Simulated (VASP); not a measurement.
# GaP (krp) (F-43m) in VASP: notebook

GaP (krp) is run at these levels: RPBE; tasks: single point, relaxation of cell and atoms.

All numbers are computed with VASP 6.6.1; they aren't measurements. Logs are shortened: lines on timing, memory, paths and dates and some standing lists are left out, and cuts for length are marked.

## Step 1: The cell of the first run

The structure is cubic, space group F-43m (No. 216). The conventional cell has a = 5.452 Å, b = 5.452 Å, c = 5.452 Å, α = 90.00°, β = 90.00°, γ = 90.00°. Within 3.1 Å of Ga (site symmetry -43m) lie 4 P at 2.36 Å. P (site symmetry -43m) has 4 Ga at 2.36 Å within 3.1 Å.

## Step 2: Single point, RPBE

INCAR

```
SYSTEM = GaP
ALGO = Normal
EDIFF = 1E-6
ENCUT = 520
GGA = RP
ISIF = 2
ISMEAR = 0
LASPH = .TRUE.
LCHARG = .FALSE.
LREAL = .FALSE.
LWAVE = .FALSE.
NBANDS = 16
NELM = 80
PREC = Accurate
SIGMA = 0.1
```

KPOINTS

```
k-points
0
G
  6 6 6
  0 0 0
```

POSCAR

```
GaP
1.0
    0.0000000000      2.7258124900      2.7258124900
    2.7258124900      0.0000000000      2.7258124900
    2.7258124900      2.7258124900      0.0000000000
Ga P
1 1
Direct
    0.0000000000      0.0000000000      0.0000000000
    0.7500000000      0.7500000000      0.7500000000
```

Potentials or basis: VASP PAW PBE potentials, release 64 (Ga_d, P).

The run is started by

```console
cat potpaw_PBE.64/Ga_d/POTCAR potpaw_PBE.64/P/POTCAR > POTCAR
mpirun -np 1 vasp_std > vasp.out
```

OUTCAR:

```text
SYSTEM = GaP
   EDIFF = 1E-6
   ENCUT = 520
   GGA = RP
   ISIF = 2
   ISMEAR = 0
   LASPH = .TRUE.
   LREAL = .FALSE.
   NELM = 80
   PREC = Accurate

 ion  position               nearest neighbor table
   1  0.000  0.000  0.000-   2 2.36   2 2.36   2 2.36   2 2.36
   2  0.750  0.750  0.750-   1 2.36   1 2.36   1 2.36   1 2.36

  LATTYP: Found a face centered cubic cell.
 ALAT       =     5.4516249800

  Lattice vectors:

 A1 = (   0.0000000000,   2.7258124900,   2.7258124900)
 A2 = (   2.7258124900,   0.0000000000,   2.7258124900)
 A3 = (   2.7258124900,   2.7258124900,   0.0000000000)

Analysis of symmetry for initial positions (statically):
=====================================================================
 Subroutine PRICEL returns:
 Original cell was already a primitive cell.

 Routine SETGRP: Setting up the symmetry group for a
 face centered cubic supercell.

 Subroutine GETGRP returns: Found 24 space group operations
 (whereof 24 operations were pure point group operations)
 out of a pool of 48 trial point group operations.

The static configuration has the point symmetry T_d .

Analysis of symmetry for dynamics (positions and initial velocities):
=====================================================================
 Subroutine PRICEL returns:
 Original cell was already a primitive cell.

 Routine SETGRP: Setting up the symmetry group for a
 face centered cubic supercell.

 Subroutine GETGRP returns: Found 24 space group operations
 (whereof 24 operations were pure point group operations)
 out of a pool of 48 trial point group operations.

The dynamic configuration has the point symmetry T_d .

 Subroutine INISYM returns: Found 24 space group operations
 (whereof 24 operations are pure point group operations),
 and found     1 'primitive' translations

----------------------------------------------------------------------------------------

                                     Primitive cell

  volume of cell :      40.5059

  direct lattice vectors                    reciprocal lattice vectors
     0.000000000  2.725812490  2.725812490    -0.183431546  0.183431546  0.183431546
     2.725812490  0.000000000  2.725812490     0.183431546 -0.183431546  0.183431546
     2.725812490  2.725812490  0.000000000     0.183431546  0.183431546 -0.183431546

  length of vectors
     3.854880992  3.854880992  3.854880992     0.317712758  0.317712758  0.317712758

  position of ions in fractional coordinates (direct lattice)
     0.000000000  0.000000000  0.000000000
     0.750000000  0.750000000  0.750000000

  ion indices of the primitive-cell ions
   primitive index   ion index
                 1           1
                 2           2

----------------------------------------------------------------------------------------

 KPOINTS: k-points

Automatic generation of k-mesh.
 Grid dimensions read from file:
 generate k-points for:    6    6    6

 Generating k-lattice:

  Cartesian coordinates                     Fractional coordinates (reciprocal lattice)
    -0.030571924  0.030571924  0.030571924     0.166666667  0.000000000  0.000000000
     0.030571924 -0.030571924  0.030571924     0.000000000  0.166666667  0.000000000
     0.030571924  0.030571924 -0.030571924     0.000000000  0.000000000  0.166666667

  Length of vectors
     0.052952126  0.052952126  0.052952126

  Shift w.r.t. Gamma in fractional coordinates (k-lattice)
     0.000000000  0.000000000  0.000000000

 Subroutine IBZKPT returns following result:
 ===========================================

 Found     16 irreducible k-points:

 Following reciprocal coordinates:
            Coordinates               Weight
  0.000000  0.000000  0.000000      1.000000
  0.166667  0.000000  0.000000      8.000000
  0.333333  0.000000  0.000000      8.000000
  0.500000  0.000000  0.000000      4.000000
  0.166667  0.166667  0.000000      6.000000
  0.333333  0.166667  0.000000     24.000000
[... 8 lines left out ...]
 -0.333333  0.333333  0.166667     24.000000
 -0.333333  0.500000  0.166667     12.000000
   k-points           NKPTS =     16   k-points in BZ     NKDIM =     16   number of bands    NBANDS=     16
   number of dos      NEDOS =    301   number of ions     NIONS =      2
   total plane-waves  NPLWV =  27000
   dimension x,y,z NGX =    30 NGY =   30 NGZ =   30
   dimension x,y,z NGXF=    60 NGYF=   60 NGZF=   60
   ions per type =               1   1
   NGX,Y,Z   is equivalent  to a cutoff of  12.94, 12.94, 12.94 a.u.
   NGXF,Y,Z  is equivalent  to a cutoff of  25.88, 25.88, 25.88 a.u.
 SYSTEM =  GaP
   PREC   = accura    normal or accurate (medium, high low for compatibility)
   ISTART =      0    job   : 0-new  1-cont  2-samecut
   ICHARG =      2    charge: 1-file 2-atom 10-const
   ISPIN  =      1    spin polarized calculation?
   LNONCOLLINEAR =      F non collinear calculations
   LSORBIT =      F    spin-orbit coupling
   LASPH  =      T    aspherical Exc in radial PAW
   ENCUT  =  520.0 eV  38.22 Ry    6.18 a.u.   7.17  7.17  7.17*2*pi/ulx,y,z
   NELM   =     80;   NELMIN=  2; NELMDL= -5     # of ELM steps
   EDIFF  = 0.1E-05   stopping-criterion for ELM
   LREAL  =      F    real-space projection
   EDIFFG = 0.1E-04   stopping-criterion for IOM
   NSW    =      0    number of steps for IOM
   IBRION =     -1    ionic relax: 0-MD 1-quasi-New 2-CG
   NFREE  =      0    steps in history (QN), initial steepest desc. (CG)
   ISIF   =      2    stress and relaxation
   ISYM   =      2    0-nonsym 1-usesym 2-fastsym
   POTIM  = 0.5000    time-step for ionic-motion
   TEBEG  =    0.0;   TEEND  =   0.0 temperature during run
   PSTRESS=    0.0 pullay stress
   NELECT =      18.0000    total number of electrons
   NUPDOWN=      -1.0000    fix difference up-down
   EMIN   =  10.00;   EMAX   =-10.00  energy-range for DOS
   EFERMI =   0.00;   METHOD = LEGACY
   ISMEAR =     0;   SIGMA  =   0.10  broadening in eV -4-tet -1-fermi 0-gaus
   EFERMI_NEDOS =   21; number of points for ismear=-14 and -15
   IALGO  =     38    algorithm
   IMIX   =      4    mixing-type and parameters
     AMIX     =   0.40;   BMIX     =  1.00
     AMIX_MAG =   1.60;   BMIX_MAG =  1.00
  volume/ion in A,a.u.               =      20.25       136.67
  Fermi-wavevector in a.u.,A,eV,Ry     =   1.249280  2.360796 21.234610  1.560700
  Thomas-Fermi vector in A             =   2.383328
   LORBIT       =      0    0 simple, 1 ext, 2 COOP (PROOUT), +10 PAW based schemes
   GGA     = RP    functional components
   LHFCALC =     F    Hartree Fock is set to
   AEXX    =    0.0000 exact exchange contribution
   IVDW    =     0    specifies the selected vdW correction
   LEPSILON=     F    determine dielectric tensor
   LRPA    =     F    only Hartree local field effects (RPA)
 non-spin polarized calculation
 Gauss-broadening in eV      SIGMA  =   0.10
  energy-cutoff  :      520.00
  volume of cell :       40.51
 maximum number of plane-waves:      1113
 NGX is ok and might be reduce to    30
   NGX = 15   NGY = 15   NGZ = 15

 number of electron      17.9999989 magnetization

 Free energy of the ion-electron system (eV)
  ---------------------------------------------------
  ext. energy  EPLUGINS =         0.00000000
  ---------------------------------------------------
  free energy    TOTEN  =        -8.41710099 eV

  energy without entropy =       -8.41710099  energy(sigma->0) =       -8.41710099

 E-fermi :   5.2237     XC(G=0):  -9.6573

 val. band max:        4.7439200419   @ k =   0.0000   0.0000   0.0000
 cond. band min:       6.4980429088   @ k =   0.5000   0.5000   0.0000
 fundamental gap:      1.7541228669
 Fermi energy:         5.2237340467

 k-point     1 :       0.0000    0.0000    0.0000
  band No.  band energies     occupation
      1      -9.8013      2.00000
      2      -9.8013      2.00000
      3      -9.8013      2.00000
      4      -9.7020      2.00000
      5      -9.7020      2.00000
      6      -7.7138      2.00000
[... 8 lines left out ...]
     15      14.4862      0.00000
     16      14.4862      0.00000

 k-point     2 :       0.1667    0.0000    0.0000
  band No.  band energies     occupation
      1      -9.8240      2.00000
      2      -9.7935      2.00000
      3      -9.7935      2.00000
      4      -9.7019      2.00000
      5      -9.7019      2.00000
      6      -7.3589      2.00000
[... 8 lines left out ...]
     15      13.7075      0.00000
     16      14.9880      0.00000

 k-point     3 :       0.3333    0.0000    0.0000
  band No.  band energies     occupation
      1      -9.8640      2.00000
      2      -9.7809      2.00000
      3      -9.7809      2.00000
      4      -9.6984      2.00000
      5      -9.6984      2.00000
      6      -6.4164      2.00000
[... 8 lines left out ...]
     15      14.3931      0.00000
     16      14.6219      0.00000

 k-point     4 :       0.5000    0.0000    0.0000
  band No.  band energies     occupation
      1      -9.8822      2.00000
      2      -9.7766      2.00000
      3      -9.7766      2.00000
      4      -9.6946      2.00000
      5      -9.6946      2.00000
      6      -5.6601      2.00000
[... 8 lines left out ...]
     15      16.4042      0.00000
     16      16.4042      0.00000
[... 172 lines left out ...]
 k-point    14 :       0.5000    0.3333    0.1667
  band No.  band energies     occupation
      1      -9.8876      2.00000
      2      -9.7669      2.00000
      3      -9.7560      2.00000
      4      -9.7158      2.00000
      5      -9.6912      2.00000
      6      -5.6449      2.00000
[... 8 lines left out ...]
     15      16.6162      0.00000
     16      18.0373      0.00000

 k-point    15 :      -0.3333    0.3333    0.1667
  band No.  band energies     occupation
      1      -9.8938      2.00000
      2      -9.7668      2.00000
      3      -9.7494      2.00000
      4      -9.7125      2.00000
      5      -9.6943      2.00000
      6      -4.9999      2.00000
[... 8 lines left out ...]
     15      17.2450      0.00000
     16      17.5721      0.00000

 k-point    16 :      -0.3333    0.5000    0.1667
  band No.  band energies     occupation
      1      -9.9046      2.00000
      2      -9.7556      2.00000
      3      -9.7414      2.00000
      4      -9.7222      2.00000
      5      -9.6888      2.00000
      6      -4.6991      2.00000
[... 8 lines left out ...]
     15      16.6282      0.00000
     16      18.3463      0.00000

------------------------ aborting loop because EDIFF is reached ----------------------------------------

  FORCE on cell =-STRESS in cart. coord.  units (eV):
  Direction    XX          YY          ZZ          XY          YZ          ZX
  --------------------------------------------------------------------------------------
  -------------------------------------------------------------------------------------
  Total        1.1156049      1.1156049      1.1156049     -0.0000000      0.0000000      0.0000000
  in kB       44.1268643     44.1268643     44.1268643     -0.0000000      0.0000000      0.0000000
  external PRESSURE =      44.1268643 kB  Pullay stress =       0.0000000 kB

 VOLUME and BASIS-vectors are now :
 -----------------------------------------------------------------------------
  energy-cutoff  :      520.00
  volume of cell :       40.51
      direct lattice vectors                 reciprocal lattice vectors
     0.000000000  2.725812490  2.725812490    -0.183431546  0.183431546  0.183431546
     2.725812490  0.000000000  2.725812490     0.183431546 -0.183431546  0.183431546
     2.725812490  2.725812490  0.000000000     0.183431546  0.183431546 -0.183431546

 POSITION                                       TOTAL-FORCE (eV/Angst)
 -----------------------------------------------------------------------------------
      0.00000      0.00000      0.00000        -0.000000     -0.000000     -0.000000
      4.08872      4.08872      4.08872         0.000000      0.000000      0.000000
 -----------------------------------------------------------------------------------
    total drift:                               -0.000002     -0.000002     -0.000002

  FREE ENERGIE OF THE ION-ELECTRON SYSTEM (eV)
  ---------------------------------------------------
  free  energy   TOTEN  =        -8.4171009878 eV

  energy  without entropy=       -8.4171009878  energy(sigma->0) =       -8.41710099
```

It took 21 s on 1 thread of Intel Xeon Platinum 8375C at 2.90GHz (Ice Lake), shared host; peak memory 0.16 GiB.

What came out:

```
Free energy            : -8.4171 eV
Pressure               : 4.4 GPa
Band gap on the k mesh : 1.75 eV, indirect (least direct gap 1.95 eV)
```

Caveat: the PAW data sets were made with another functional, which shifts forces and pressure a little.

## Step 3: Single point, RPBE

This run uses another cell than the first one, of 21.44 Å³/atom, 1.058 times its volume.

INCAR

```
  PREC = Accurate
  ENCUT = 520
  EDIFF = 1E-6
  ISMEAR = 0
  SIGMA = 0.02
  LREAL = False
  LASPH = True
  NELM = 80
  ALGO = Normal
  ISIF = 2
  LWAVE = False
  LCHARG = True
  GGA = RP
  LELF = True
  LVHAR = True
  NBANDS = 16
```

KPOINTS

```
Automatic mesh
0
Gamma
  8 8 8
```

POSCAR

```
GaP
1.0
    0.0000000000      2.7779049703      2.7779049703
    2.7779049703      0.0000000000      2.7779049703
    2.7779049703      2.7779049703      0.0000000000
Ga P
1 1
Direct
    0.0000000000      0.0000000000      0.0000000000
    0.7500000000      0.7500000000      0.7500000000
```

Potentials or basis: VASP PAW PBE potentials, release 64 (Ga_d, P).

The run is started by

```console
cat potpaw_PBE.64/Ga_d/POTCAR potpaw_PBE.64/P/POTCAR > POTCAR
mpirun -np 1 vasp_std > vasp.out
```

Run time: 29 s. Hardware: 1 thread of Intel Xeon Platinum 8375C at 2.90GHz (Ice Lake), shared host; peak memory 0.17 GiB.

The run converged. Its results:

```yaml
Free_energy: -8.4606 eV
Pressure: -0.2 GPa
Band_gap_on_the_k_mesh: 1.49 eV, direct
```

Levels at points of the mesh, in eV from the valence-band top:
| k point | band 7 | band 8 | band 9 | band 10 | band 11 | band 12 |
| --- | --- | --- | --- | --- | --- | --- |
| (0.00, 0.00, 0.00) | 0.00 | 0.00 | 0.00 | 1.49 | 3.93 | 3.93 |
| (0.50, 0.00, 0.00) | -6.27 | -1.03 | -1.03 | 1.60 | 4.76 | 4.76 |
| (0.50, 0.50, 0.00) | -6.44 | -2.47 | -2.47 | 1.88 | 1.95 | 10.22 |

Caveat: the PAW data sets were made with another functional, which shifts forces and pressure a little. A k mesh can miss the band edges.

## Step 4: Relaxation of cell and atoms, RPBE

INCAR

```
  PREC = Accurate
  ENCUT = 600
  EDIFF = 1E-6
  ISMEAR = 0
  SIGMA = 0.02
  LREAL = False
  LASPH = True
  NELM = 100
  ALGO = Normal
  ISIF = 3
  LWAVE = False
  LCHARG = False
  GGA = RP
  IBRION = 2
  NSW = 100
  EDIFFG = -0.002
```

KPOINTS

```
regular mesh
0
Gamma
  8 8 8
```

POSCAR

```
GaP
1.0
    0.0000000000      2.7258124900      2.7258124900
    2.7258124900      0.0000000000      2.7258124900
    2.7258124900      2.7258124900      0.0000000000
Ga P
1 1
Direct
    0.0000000000      0.0000000000      0.0000000000
    0.7500000000      0.7500000000      0.7500000000
```

The run is started by

```console
cat potpaw_PBE.64/Ga_d/POTCAR potpaw_PBE.64/P/POTCAR > POTCAR
mpirun -np 1 vasp_std > vasp.out
```

Wall time 66 s (1 thread of Intel Xeon Platinum 8375C at 2.90GHz (Ice Lake), shared host); peak memory 0.18 GiB.

The run converged. Its results:

```
Free energy                            : -8.4601 eV
Relaxed volume                         : 21.39 Å³/atom
Relaxed cell                           : a = 3.926 Å, b = 3.926 Å, c = 3.926 Å, α = 60.00°, β = 60.00°, γ = 60.00°
Space group after relaxing (to 0.05 Å) : F-43m (No. 216)
Energy gained by relaxing              : 15.2 meV/atom
Ionic steps                            : 6
Pressure after relaxing                : 0.0 GPa
Band gap on the k mesh                 : 1.50 eV, direct
```

The path:
```
step  energy change (eV)  largest force (eV/Å)  pressure (GPa)  volume (Å³)
   1              0.0000                0.0000            4.38        40.51
   2             -0.0252                0.0000           -1.55        43.84
   3             -0.0303                0.0000           -0.02        42.82
   4             -0.0303                0.0000            0.11        42.77
   5             -0.0303                0.0000            0.08        42.78
   6             -0.0303                0.0000           -0.01        42.78
```

Final structure:
```cif
data_structure
_symmetry_space_group_name_H-M 'P 1'
_symmetry_Int_Tables_number 1
_cell_length_a 3.9258
_cell_length_b 3.9258
_cell_length_c 3.9258
_cell_angle_alpha 60.000
_cell_angle_beta 60.000
_cell_angle_gamma 60.000
_cell_volume 42.78
loop_
_atom_site_label
_atom_site_type_symbol
_atom_site_fract_x
_atom_site_fract_y
_atom_site_fract_z
_atom_site_occupancy
Ga1 Ga 0.00000 0.00000 0.00000 1
P1 P 0.75000 0.75000 0.75000 1
```

Levels at points of the mesh, in eV from the valence-band top:
```
           k point  band 6  band 7  band 8  band 9  band 10  band 11  band 12  band 13
(0.00, 0.00, 0.00)  -12.06    0.00    0.00    0.00     1.50     3.93     3.93     3.93
(0.50, 0.00, 0.00)  -10.18   -6.28   -1.03   -1.03     1.60     4.76     4.76     8.35
(0.50, 0.50, 0.00)   -9.36   -6.45   -2.48   -2.48     1.87     1.95    10.23    10.23
```

Caveat: the PAW data sets were made with another functional, which shifts forces and pressure a little. A k mesh can miss the band edges.

## Step 5: Overview

```tsv
task	cell	k mesh	cutoff (eV)	smearing	gap on the mesh (eV)	pressure (GPa)
single point	a = 3.855 Å, angles 60.0°, 2 atoms	6 × 6 × 6	520	gaussian 0.1 eV	1.75	4.4
single point	a = 3.929 Å, angles 60.0°, 2 atoms	8 × 8 × 8	520	gaussian 0.02 eV	1.49	-0.2
relaxation of cell and atoms	relaxed from a = 3.855 Å, angles 60.0°, 2 atoms	8 × 8 × 8	600	gaussian 0.02 eV	1.50	0.0
```

Alike in all rows: level RPBE; potentials or basis VASP PAW PBE potentials, release 64 (Ga_d, P); no spin polarisation.

Caveats: the PAW data sets were made with another functional, which shifts forces and pressure a little.

Total energies depend on the potentials used, so only differences within one code and one set of settings carry meaning.
